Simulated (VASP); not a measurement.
# S (I4/mmm) in VASP: single point with PBE+D3(BJ)

Aim: the single point of S with PBE+D3(BJ).

Program: VASP 6.6.1. These are calculated values, not measurements. Logs are shortened: lines on timing, memory, paths and dates and some standing lists are left out, and cuts for length are marked.

## (1) The cell of the first run

It takes space group I4/mmm (No. 139, tetragonal). The conventional cell has a = 2.775 Å, b = 2.775 Å, c = 4.121 Å, α = 90.00°, β = 90.00°, γ = 90.00°. S (site symmetry 4/mmm) has 12 S at 2.77 to 2.85 Å within 3.7 Å.

## (2) Single point, PBE+D3(BJ)

The input, INCAR:

```
SYSTEM = S
PREC     = Accurate       ! precision mode
ENCUT    = 520            ! plane-wave cutoff, eV
EDIFF    = 1E-6           ! SCF threshold, eV
ISMEAR   = 0              ! smearing method
SIGMA    = 0.15           ! smearing width, eV
LREAL    = .False.        ! projectors in reciprocal space
LASPH    = .True.         ! aspherical terms in the spheres
NELM     = 100            ! most SCF steps
ALGO     = Normal         ! electronic algorithm
ISIF     = 2              ! what is computed and relaxed
LWAVE    = .False.        ! write WAVECAR
LCHARG   = .False.        ! write CHGCAR
GGA      = PE             ! functional
IVDW     = 12             ! dispersion correction
NBANDS   = 9              ! bands
```

The input, KPOINTS:

```
Automatic mesh
0
Gamma
  22 22 22
  0 0 0
```

The input, POSCAR:

```
S
1.0
    0.0000000000      1.9621777770      2.0602866659
    1.9621777770      0.0000000000      2.0602866659
    1.9621777770      1.9621777770      0.0000000000
S
1
Direct
    0.0000000000      0.0000000000      0.0000000000
```

Potentials or basis: VASP PAW PBE potentials, release 64 (S).

Launch:

```console
$ cat potpaw_PBE.64/S/POTCAR > POTCAR
$ mpirun -np 1 vasp_std > vasp.out
```

OUTCAR:

```text
SYSTEM = S
   PREC = Accurate
   ENCUT = 520
   EDIFF = 1E-6
   ISMEAR = 0
   LREAL = .False.
   LASPH = .True.
   NELM = 100
   ISIF = 2
   GGA = PE
   IVDW = 12
 IVDW          = 12

 ion  position               nearest neighbor table
   1  0.000  0.000  0.000-

  LATTYP: Found a body centered tetragonal cell.
 ALAT       =     2.7749384240
 C/A-ratio  =     1.4849242405

  Lattice vectors:

 A1 = (  -1.9621777770,   0.0000000000,   2.0602866659)
 A2 = (   1.9621777770,   0.0000000000,   2.0602866659)
 A3 = (   0.0000000000,   1.9621777770,  -2.0602866659)

Analysis of symmetry for initial positions (statically):
=====================================================================
 Subroutine PRICEL returns:
 Original cell was already a primitive cell.

 Routine SETGRP: Setting up the symmetry group for a
 body centered tetragonal supercell.

 Subroutine GETGRP returns: Found 16 space group operations
 (whereof 16 operations were pure point group operations)
 out of a pool of 16 trial point group operations.

The static configuration has the point symmetry D_4h.

Analysis of symmetry for dynamics (positions and initial velocities):
=====================================================================
 Subroutine PRICEL returns:
 Original cell was already a primitive cell.

 Routine SETGRP: Setting up the symmetry group for a
 body centered tetragonal supercell.

 Subroutine GETGRP returns: Found 16 space group operations
 (whereof 16 operations were pure point group operations)
 out of a pool of 16 trial point group operations.

The dynamic configuration has the point symmetry D_4h.

 Subroutine INISYM returns: Found 16 space group operations
 (whereof 16 operations are pure point group operations),
 and found     1 'primitive' translations

----------------------------------------------------------------------------------------

                                     Primitive cell

  volume of cell :      15.8648

  direct lattice vectors                    reciprocal lattice vectors
     0.000000000  1.962177777  2.060286666    -0.254818909  0.254818909  0.242684675
     1.962177777  0.000000000  2.060286666     0.254818909 -0.254818909  0.242684675
     1.962177777  1.962177777  0.000000000     0.254818909  0.254818909 -0.242684675

  length of vectors
     2.845157777  2.845157777  2.774938424     0.434466574  0.434466574  0.434466574

  position of ions in fractional coordinates (direct lattice)
[... 80 lines left out ...]
   NSW    =      0    number of steps for IOM
   IBRION =     -1    ionic relax: 0-MD 1-quasi-New 2-CG
   NFREE  =      0    steps in history (QN), initial steepest desc. (CG)
   ISIF   =      2    stress and relaxation
   ISYM   =      2    0-nonsym 1-usesym 2-fastsym
   POTIM  = 0.5000    time-step for ionic-motion
   TEBEG  =    0.0;   TEEND  =   0.0 temperature during run
   PSTRESS=    0.0 pullay stress
   NELECT =       6.0000    total number of electrons
   NUPDOWN=      -1.0000    fix difference up-down
   EMIN   =  10.00;   EMAX   =-10.00  energy-range for DOS
   EFERMI =   0.00;   METHOD = LEGACY
   ISMEAR =     0;   SIGMA  =   0.15  broadening in eV -4-tet -1-fermi 0-gaus
   EFERMI_NEDOS =   21; number of points for ismear=-14 and -15
   IALGO  =     38    algorithm
   IMIX   =      4    mixing-type and parameters
     AMIX     =   0.40;   BMIX     =  1.00
     AMIX_MAG =   1.60;   BMIX_MAG =  1.00
  volume/ion in A,a.u.               =      15.86       107.06
  Fermi-wavevector in a.u.,A,eV,Ry     =   1.183897  2.237240 19.070080  1.401611
  Thomas-Fermi vector in A             =   2.320122
   LORBIT       =      0    0 simple, 1 ext, 2 COOP (PROOUT), +10 PAW based schemes
   GGA     = PE    functional components
   LHFCALC =     F    Hartree Fock is set to
   AEXX    =    0.0000 exact exchange contribution
   IVDW    =    12    specifies the selected vdW correction
   LEPSILON=     F    determine dielectric tensor
   LRPA    =     F    only Hartree local field effects (RPA)
 non-spin polarized calculation
 Gauss-broadening in eV      SIGMA  =   0.15
  energy-cutoff  :      520.00
  volume of cell :       15.86
 maximum number of plane-waves:       440
 NGX is ok and might be reduce to    24
   NGX = 11   NGY = 11   NGZ = 11

 number of electron       5.9999999 magnetization

 Free energy of the ion-electron system (eV)
  ---------------------------------------------------
  ext. energy  EPLUGINS =         0.00000000
  ---------------------------------------------------
  free energy    TOTEN  =        -2.84043160 eV

  energy without entropy =       -2.83068032  energy(sigma->0) =       -2.83555596

 E-fermi :   7.4374     XC(G=0): -11.1659

 val. band max:        7.4357072612   @ k =  -0.0909   0.3182   0.2273
 cond. band min:       7.4398382434   @ k =  -0.4091   0.3636   0.0455
 fundamental gap:      0.0041309822
 Fermi energy:         7.4374273968

 k-point     1 :       0.0000    0.0000    0.0000
  band No.  band energies     occupation
      1      -9.2763      2.00000
      2      10.5435      0.00000
      3      10.6227      0.00000
      4      10.6227      0.00000
      5      19.1117      0.00000
      6      19.7843      0.00000
      7      19.7843      0.00000
      8      21.7656      0.00000
      9      23.9681      0.00000
[... 265 lines left out ...]
 k-point    24 :      -0.4545    0.0455    0.0000
  band No.  band energies     occupation
      1      -5.2284      2.00000
      2       0.1813      2.00000
      3       8.6529      0.00000
      4       9.6375      0.00000
      5      16.9646      0.00000
      6      18.3755      0.00000
      7      19.3813      0.00000
      8      24.9338      0.00000
      9      28.3470      0.00000

 [... further k-points ...]

------------------------ aborting loop because EDIFF is reached ----------------------------------------

 Edisp (eV)   -0.38286

 E8    (eV) :    -0.1371

  FORCE on cell =-STRESS in cart. coord.  units (eV):
  Direction    XX          YY          ZZ          XY          YZ          ZX
  --------------------------------------------------------------------------------------
  -------------------------------------------------------------------------------------
  Total      -0.52522    -0.52522    -0.13471     0.00000    -0.00000     0.00000
  in kB     -53.04178   -53.04178   -13.60386     0.00000    -0.00000     0.00000
  external pressure =      -39.90 kB  Pullay stress =        0.00 kB

 VOLUME and BASIS-vectors are now :
 -----------------------------------------------------------------------------
  energy-cutoff  :      520.00
  volume of cell :       15.86
      direct lattice vectors                 reciprocal lattice vectors
     0.000000000  1.962177777  2.060286666    -0.254818909  0.254818909  0.242684675
     1.962177777  0.000000000  2.060286666     0.254818909 -0.254818909  0.242684675
     1.962177777  1.962177777  0.000000000     0.254818909  0.254818909 -0.242684675

 POSITION                                       TOTAL-FORCE (eV/Angst)
 -----------------------------------------------------------------------------------
      0.00000      0.00000      0.00000         0.000000      0.000000      0.000000
 -----------------------------------------------------------------------------------
    total drift:                                0.000000      0.000000      0.000000

  FREE ENERGIE OF THE ION-ELECTRON SYSTEM (eV)
  ---------------------------------------------------
  free  energy   TOTEN  =        -3.2232912267 eV

  energy  without entropy=       -3.2135399506  energy(sigma->0) =       -3.21841559
```

OSZICAR:

```text
N       E                     dE             d eps       ncg     rms          rms(c)
DAV:   1     0.801638051803E+01    0.80164E+01   -0.29063E+03 15285   0.554E+02
DAV:   2    -0.261036617575E+01   -0.10627E+02   -0.10205E+02 22245   0.769E+01
DAV:   3    -0.284254209764E+01   -0.23218E+00   -0.22676E+00 17357   0.983E+00
DAV:   4    -0.284320451202E+01   -0.66241E-03   -0.66232E-03 21008   0.614E-01
DAV:   5    -0.284320545645E+01   -0.94443E-06   -0.94519E-06 17742   0.194E-02    0.766E+00
DAV:   6    -0.284069002764E+01    0.25154E-02   -0.38899E-03 16445   0.343E-01    0.457E+00
DAV:   7    -0.284048789522E+01    0.20213E-03   -0.59681E-03 16148   0.445E-01    0.136E-01
DAV:   8    -0.284043064240E+01    0.57253E-04   -0.29957E-04 16386   0.949E-02    0.176E-02
DAV:   9    -0.284043159977E+01   -0.95737E-06   -0.24850E-06 18258   0.125E-02
   1 F= -.32232912E+01 E0= -.32184156E+01  d E =-.975128E-02
```

Wall time 49 s (1 thread of Intel Xeon Platinum 8488C (Sapphire Rapids), shared host); peak memory 0.22 GiB.

What came out:

```yaml
Free_energy: -3.2233 eV
Pressure: -4.0 GPa
Band_gap_on_the_k_mesh: zero (bands 3 and 4 overlap by 5.84 eV)
Dispersion_energy_per_atom: -0.383 eV
```

Caveat: the cell stands under tension.
